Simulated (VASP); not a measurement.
# GaBi2O3 (P-4m2) in VASP: single point with PBE

Aim: the single point of GaBi2O3 with PBE.

All numbers are computed with VASP 6.6.1; they aren't measurements. Logs are shortened: lines on timing, memory, paths and dates and some standing lists are left out, and cuts for length are marked.

**1. The cell of the first run**

Symmetry: P-4m2, No. 115, tetragonal system. Conventional cell: a = 3.182 Å, b = 3.182 Å, c = 10.978 Å, α = 90.00°, β = 90.00°, γ = 90.00°. Within 2.5 Å of Ga (site symmetry -4m2) lie 4 O at 1.90 Å. Bi (site symmetry 2mm) has 3 O at 2.08 to 2.85 Å within 2.9 Å. Within 2.5 Å of O (site symmetry 2mm) lie 2 Ga at 1.90 Å. Within 2.8 Å of O (site symmetry -4m2) lie 2 Bi at 2.08 Å.

**2. Single point, PBE**

File POSCAR:

```
GaBi2O3
1.0
    3.1817110192      0.0000000000      0.0000000000
    0.0000000000      3.1817110192      0.0000000000
    0.0000000000      0.0000000000     10.9777914993
Ga Bi O
1 2 3
Direct
    0.0000000000      0.0000000000      0.0000000000
    0.0000000000      0.0000000000      0.6897158568
    0.0000000000      0.0000000000      0.3102841432
    0.0000000000      0.5000000000      0.9046075158
    0.5000000000      0.0000000000      0.0953924842
    0.0000000000      0.0000000000      0.5000000000
```

File INCAR.step1:

```
SYSTEM = GaBi2O3
ALGO = Normal ; EDIFF = 1E-6
ENCUT = 520 ; GGA = PE
ISIF = 2 ; ISMEAR = 0
LASPH = .True. ; LCHARG = .True.
LREAL = .False. ; LWAVE = .False.
NBANDS = 40 ; NELM = 80
PREC = Accurate ; SIGMA = 0.1
```

File KPOINTS.step1:

```
k-points
0
Gamma
  10 10 4
  0 0 0
```

File INCAR.step2:

```
SYSTEM = GaBi2O3
ALGO = Normal ; EDIFF = 1E-6
ENCUT = 520 ; GGA = PE
ICHARG = 11 ; ISIF = 2
ISMEAR = -5 ; LASPH = .True.
LCHARG = .False. ; LORBIT = 11
LREAL = .False. ; LWAVE = .False.
NBANDS = 40 ; NEDOS = 1001
NELM = 80 ; PREC = Accurate
SIGMA = 0.1
```

File KPOINTS.step2:

```
k-points
0
Gamma
  15 15 6
  0 0 0
```

Potentials or basis: VASP PAW PBE potentials, release 64 (Ga_d, Bi_d, O).

Command:

```bash
$ cat potpaw_PBE.64/Ga_d/POTCAR potpaw_PBE.64/Bi_d/POTCAR potpaw_PBE.64/O/POTCAR > POTCAR
$ cp INCAR.step1 INCAR
$ cp KPOINTS.step1 KPOINTS
$ mpirun -np 1 vasp_std > vasp.out
$ cp INCAR.step2 INCAR
$ cp KPOINTS.step2 KPOINTS
$ mpirun -np 1 vasp_std > vasp.out
```

OUTCAR:

```text
SYSTEM = GaBi2O3
   EDIFF = 1E-6
   ENCUT = 520
   GGA = PE
   ICHARG = 11
   ISIF = 2
   ISMEAR = -5
   LASPH = .True.
   LORBIT = 11
   LREAL = .False.
   NELM = 80
   PREC = Accurate

 ion  position               nearest neighbor table
   1  0.000  0.000  0.000-   4 1.90   5 1.90   4 1.90   5 1.90   2 3.41   3 3.41
   2  0.000  0.000  0.690-   6 2.08   4 2.85   4 2.85   1 3.41
   3  0.000  0.000  0.310-   6 2.08   5 2.85   5 2.85   1 3.41
   4  0.000  0.500  0.905-   1 1.90   1 1.90   2 2.85   2 2.85
   5  0.500  0.000  0.095-   1 1.90   1 1.90   3 2.85   3 2.85
   6  0.000  0.000  0.500-   2 2.08   3 2.08

  LATTYP: Found a simple tetragonal cell.
 ALAT       =     3.1817110192
 C/A-ratio  =     3.4502792469

  Lattice vectors:

 A1 = (   3.1817110192,   0.0000000000,   0.0000000000)
 A2 = (   0.0000000000,   3.1817110192,   0.0000000000)
 A3 = (   0.0000000000,   0.0000000000,  10.9777914993)

Analysis of symmetry for initial positions (statically):
=====================================================================
 Subroutine PRICEL returns:
 Original cell was already a primitive cell.

 Routine SETGRP: Setting up the symmetry group for a
 simple tetragonal supercell.

 Subroutine GETGRP returns: Found  8 space group operations
 (whereof  8 operations were pure point group operations)
 out of a pool of 16 trial point group operations.

The static configuration has the point symmetry D_2d.

Analysis of symmetry for dynamics (positions and initial velocities):
=====================================================================
 Subroutine PRICEL returns:
 Original cell was already a primitive cell.

 Routine SETGRP: Setting up the symmetry group for a
 simple tetragonal supercell.

 Subroutine GETGRP returns: Found  8 space group operations
 (whereof  8 operations were pure point group operations)
 out of a pool of 16 trial point group operations.

The dynamic configuration has the point symmetry D_2d.

 Subroutine INISYM returns: Found  8 space group operations
 (whereof  8 operations are pure point group operations),
 and found     1 'primitive' translations

----------------------------------------------------------------------------------------

                                     Primitive cell

  volume of cell :     111.1313

  direct lattice vectors                    reciprocal lattice vectors
     3.181711019  0.000000000  0.000000000     0.314296300  0.000000000  0.000000000
     0.000000000  3.181711019  0.000000000     0.000000000  0.314296300  0.000000000
     0.000000000  0.000000000 10.977791499     0.000000000  0.000000000  0.091093004

  length of vectors
     3.181711019  3.181711019 10.977791499     0.314296300  0.314296300  0.091093004

  position of ions in fractional coordinates (direct lattice)
     0.000000000  0.000000000  0.000000000
     0.000000000  0.000000000  0.689715857
     0.000000000  0.000000000  0.310284143
     0.000000000  0.500000000  0.904607516
     0.500000000  0.000000000  0.095392484
     0.000000000  0.000000000  0.500000000

  ion indices of the primitive-cell ions
   primitive index   ion index
                 1           1
                 2           2
                 3           3
                 4           4
                 5           5
                 6           6

----------------------------------------------------------------------------------------

 KPOINTS: k-points

Automatic generation of k-mesh.
 Grid dimensions read from file:
 generate k-points for:   15   15    6

 Generating k-lattice:

  Cartesian coordinates                     Fractional coordinates (reciprocal lattice)
     0.020953087  0.000000000  0.000000000     0.066666667  0.000000000  0.000000000
     0.000000000  0.020953087  0.000000000     0.000000000  0.066666667  0.000000000
     0.000000000  0.000000000  0.015182167     0.000000000  0.000000000  0.166666667

  Length of vectors
     0.020953087  0.020953087  0.015182167

  Shift w.r.t. Gamma in fractional coordinates (k-lattice)
     0.000000000  0.000000000  0.000000000

 TETIRR: Found   2019 inequivalent tetrahedra from     8100

 Subroutine IBZKPT returns following result:
 ===========================================

 Found    144 irreducible k-points:

 Following reciprocal coordinates:
            Coordinates               Weight
  0.000000  0.000000  0.000000      1.000000
  0.066667  0.000000  0.000000      4.000000
  0.133333  0.000000  0.000000      4.000000
  0.200000  0.000000  0.000000      4.000000
  0.266667  0.000000  0.000000      4.000000
  0.333333  0.000000  0.000000      4.000000
[... 16 lines left out ...]
  0.266667  0.200000  0.000000      8.000000
  0.333333  0.200000  0.000000      8.000000
 [... further k-points ...]
   k-points           NKPTS =    144   k-points in BZ     NKDIM =    144   number of bands    NBANDS=     40
   number of dos      NEDOS =   1001   number of ions     NIONS =      6
   total plane-waves  NPLWV =  48384
   dimension x,y,z NGX =    24 NGY =   24 NGZ =   84
   dimension x,y,z NGXF=    48 NGYF=   48 NGZF=  168
   ions per type =               1   2   3
   NGX,Y,Z   is equivalent  to a cutoff of  12.54, 12.54, 12.72 a.u.
   NGXF,Y,Z  is equivalent  to a cutoff of  25.08, 25.08, 25.44 a.u.
 SYSTEM =  GaBi2O3
   PREC   = accura    normal or accurate (medium, high low for compatibility)
   ISTART =      0    job   : 0-new  1-cont  2-samecut
   ICHARG =     11    charge: 1-file 2-atom 10-const
   ISPIN  =      1    spin polarized calculation?
   LNONCOLLINEAR =      F non collinear calculations
   LSORBIT =      F    spin-orbit coupling
   LASPH  =      T    aspherical Exc in radial PAW
   ENCUT  =  520.0 eV  38.22 Ry    6.18 a.u.   5.92  5.92 20.41*2*pi/ulx,y,z
   NELM   =     80;   NELMIN=  2; NELMDL=  0     # of ELM steps
   EDIFF  = 0.1E-05   stopping-criterion for ELM
   LREAL  =      F    real-space projection
   EDIFFG = 0.1E-04   stopping-criterion for IOM
   NSW    =      0    number of steps for IOM
   IBRION =     -1    ionic relax: 0-MD 1-quasi-New 2-CG
   NFREE  =      0    steps in history (QN), initial steepest desc. (CG)
   ISIF   =      2    stress and relaxation
   ISYM   =      2    0-nonsym 1-usesym 2-fastsym
   POTIM  = 0.5000    time-step for ionic-motion
   TEBEG  =    0.0;   TEEND  =   0.0 temperature during run
   PSTRESS=    0.0 pullay stress
   NELECT =      61.0000    total number of electrons
   NUPDOWN=      -1.0000    fix difference up-down
   EMIN   =  10.00;   EMAX   =-10.00  energy-range for DOS
   EFERMI =   0.00;   METHOD = LEGACY
   ISMEAR =    -5;   SIGMA  =   0.10  broadening in eV -4-tet -1-fermi 0-gaus
   EFERMI_NEDOS =   21; number of points for ismear=-14 and -15
   IALGO  =     38    algorithm
   IMIX   =      4    mixing-type and parameters
     AMIX     =   0.40;   BMIX     =  1.00
     AMIX_MAG =   1.60;   BMIX_MAG =  1.00
  volume/ion in A,a.u.               =      18.52       124.99
  Fermi-wavevector in a.u.,A,eV,Ry     =   1.340415  2.533017 24.445758  1.796713
  Thomas-Fermi vector in A             =   2.468730
   LORBIT       =     11    0 simple, 1 ext, 2 COOP (PROOUT), +10 PAW based schemes
   GGA     = PE    functional components
   LHFCALC =     F    Hartree Fock is set to
   AEXX    =    0.0000 exact exchange contribution
   IVDW    =     0    specifies the selected vdW correction
   LEPSILON=     F    determine dielectric tensor
   LRPA    =     F    only Hartree local field effects (RPA)
 non-spin polarized calculation
 Fermi weights with tetrahedron method with Bloechl corrections
  energy-cutoff  :      520.00
  volume of cell :      111.13
 maximum number of plane-waves:      3026
 NGX is ok and might be reduce to    24

 number of electron      60.9999995 magnetization

 Free energy of the ion-electron system (eV)
  ---------------------------------------------------
  ext. energy  EPLUGINS =         0.00000000
  ---------------------------------------------------
  free energy    TOTEN  =       -31.06409934 eV

  energy without entropy =      -31.06409934  energy(sigma->0) =      -31.06409934

 E-fermi :   4.9037     XC(G=0): -10.0049

 val. band max:        5.0445352006   @ k =   0.2667   0.2667   0.1667
 cond. band min:       4.8041973750   @ k =   0.4000   0.4000   0.0000
 fundamental gap:     -0.2403378255
 Fermi energy:         4.9037253322

 k-point     1 :       0.0000    0.0000    0.0000
  band No.  band energies     occupation
      1     -18.2986      2.00000
      2     -18.2532      2.00000
      3     -18.2527      2.00000
      4     -18.1250      2.00000
      5     -17.8765      2.00000
      6     -17.8765      2.00000
[... 32 lines left out ...]
     39      14.1130      0.00000
     40      14.5180      0.00000

 k-point     2 :       0.0667    0.0000    0.0000
  band No.  band energies     occupation
      1     -18.2951      2.00000
      2     -18.2424      2.00000
      3     -18.2419      2.00000
      4     -18.1201      2.00000
      5     -17.8816      2.00000
      6     -17.8761      2.00000
[... 32 lines left out ...]
     39      14.4125      0.00000
     40      14.6026      0.00000

 k-point     3 :       0.1333    0.0000    0.0000
  band No.  band energies     occupation
      1     -18.2889      2.00000
      2     -18.2172      2.00000
      3     -18.2067      2.00000
      4     -18.1024      2.00000
      5     -17.8959      2.00000
      6     -17.8829      2.00000
[... 853 lines left out ...]
  band No.  band energies     occupation
      1     -18.2206      2.00000
      2     -18.0599      2.00000
      3     -18.0221      2.00000
      4     -17.9996      2.00000
      5     -17.9546      2.00000
      6     -17.9541      2.00000
[... 32 lines left out ...]
     39      14.0139      0.00000
     40      14.8951      0.00000

 k-point    24 :       0.3333    0.2000    0.0000
  band No.  band energies     occupation
      1     -18.2107      2.00000
      2     -18.0561      2.00000
      3     -17.9765      2.00000
      4     -17.9762      2.00000
      5     -17.9634      2.00000
      6     -17.9593      2.00000
[... 32 lines left out ...]
     39      13.6771      0.00000
     40      14.3964      0.00000

 [... further k-points ...]

------------------------ aborting loop because EDIFF is reached ----------------------------------------

  FORCE on cell =-STRESS in cart. coord.  units (eV):
  Direction    XX          YY          ZZ          XY          YZ          ZX
  --------------------------------------------------------------------------------------
  -------------------------------------------------------------------------------------
  Total        0.0302698      0.0302698      0.1635735      0.0000000      0.0000000     -0.0000000
  in kB        0.4363983      0.4363983      2.3582345      0.0000000      0.0000000     -0.0000000
  external PRESSURE =       1.0770103 kB  Pullay stress =       0.0000000 kB

 VOLUME and BASIS-vectors are now :
 -----------------------------------------------------------------------------
  energy-cutoff  :      520.00
  volume of cell :      111.13
      direct lattice vectors                 reciprocal lattice vectors
     3.181711019  0.000000000  0.000000000     0.314296300  0.000000000  0.000000000
     0.000000000  3.181711019  0.000000000     0.000000000  0.314296300  0.000000000
     0.000000000  0.000000000 10.977791499     0.000000000  0.000000000  0.091093004

 POSITION                                       TOTAL-FORCE (eV/Angst)
 -----------------------------------------------------------------------------------
      0.00000      0.00000      0.00000        -0.000000     -0.000000      0.000000
      0.00000      0.00000      7.57156        -0.000000     -0.000000      0.042389
      0.00000      0.00000      3.40623        -0.000000      0.000000     -0.042389
      0.00000      1.59086      9.93059        -0.000000     -0.000000     -0.055005
      1.59086      0.00000      1.04720         0.000000     -0.000000      0.055005
      0.00000      0.00000      5.48890        -0.000000     -0.000000      0.000000
 -----------------------------------------------------------------------------------
    total drift:                               -0.000000      0.000000      0.000000

  FREE ENERGIE OF THE ION-ELECTRON SYSTEM (eV)
  ---------------------------------------------------
  free  energy   TOTEN  =       -31.0640993381 eV

  energy  without entropy=      -31.0640993381  energy(sigma->0) =      -31.06409934

 total charge

# of ion       s       p       d       tot
------------------------------------------
    1        0.726   0.769  10.207  11.702
    2        1.559   1.184   9.973  12.716
    3        1.559   1.184   9.973  12.716
    4        1.561   3.415   0.000   4.975
    5        1.561   3.415   0.000   4.975
    6        1.572   3.396   0.000   4.968
--------------------------------------------------
tot          8.536  13.363  30.153  52.052
```

Run time: 4.2 min. Hardware: 1 thread of Intel Xeon 6975P-C (Granite Rapids), shared host; peak memory 0.59 GiB.

Results:

| Property | Result |
| --- | --- |
| Valence electrons inside the program's atomic spheres | Ga 11.70; Bi 12.72; O 4.97 |

Caveat: spin-orbit coupling is left out, which moves the levels of the heavy elements; an odd number of electrons without spin polarisation forces a metal; a magnetic or distorted state may lie lower; tetrahedron occupations give inexact forces and stress in metals.
